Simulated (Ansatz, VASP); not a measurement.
Si2Ni in VASP and in Ansatz

```
Ni Si
1.0
     0.00000    2.28110    2.28110
     2.28110    0.00000    2.28110
     2.28110    2.28110    0.00000
Ni Si
1 2
Direct
  0.00000 0.00000 0.00000
  0.25000 0.25000 0.25000
  0.75000 0.75000 0.75000
```

Change from the starting cell: volume scaled by 0.62, LAPW.

Alike in both runs: task single point; functional LDA; k mesh 11 × 11 × 11; occupations fermi-dirac, width 0.05 eV; no spin polarisation.

|  | VASP | Ansatz |
| --- | --- | --- |
| version | VASP 6.6.1 | Ansatz 0.2.0 |
| potentials or method | VASP PAW LDA potentials, release 64 (Ni, Si), cutoff 520 eV | all-electron LAPW, scalar-relativistic |

```csv
,VASP,Ansatz,Ansatz less VASP
pressure (GPa),235.0,233.1,-1.90
```

LDA's correlation is that of Perdew and Zunger in VASP and of Perdew and Wang (1992) in Ansatz. Both programs put the cell under a high pressure, so it lies far from rest at this level. Ansatz ran all-electron here, and VASP with PAW potentials.

Noted on VASP's run: the cell as given lies far from equilibrium.
